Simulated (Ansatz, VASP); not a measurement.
## One calculation of BaTe, two programs

```xyz
2
Lattice="0.0000 3.7090 3.4847 3.7090 0.0000 3.4847 3.7090 3.7090 0.0000" Properties=species:S:1:pos:R:3 pbc="T T T"
Ba    0.0000    0.0000    0.0000
Te    3.7090    3.7090    3.4847
```

Change from the starting cell: epitaxial_xy strain +5.0%.

Alike in both runs: task single point; functional r2SCAN; k mesh 6 × 6 × 6; no spin polarisation.

|  | VASP | Ansatz |
| --- | --- | --- |
| version | VASP 6.6.1 | Ansatz 0.2.0 |
| potentials or method | VASP PAW PBE potentials, release 64 (Ba_sv, Te) | plane waves, PAW |
| plane-wave cutoff (eV) | 520 | 500 |
| occupations | gaussian, width 0.01 eV | fixed |
| valence electrons in the cell | 16 | 26 |

|  | VASP | Ansatz | Ansatz less VASP |
| --- | --- | --- | --- |
| gap on the k mesh at the Fermi level (eV) | 1.99 | 2.06 | +0.066 |
| pressure (GPa) | -1.6 | -1.9 | -0.24 |
| traceless stress, the component that is largest in VASP (GPa) | 2.05 | 1.93 | -0.129 |

VASP's potentials were made for PBE, not for r2SCAN. VASP's potentials hold 16 valence electrons a cell and Ansatz's 26, so a difference there can come from the potentials and not from the codes.

Spin-orbit coupling is off throughout.
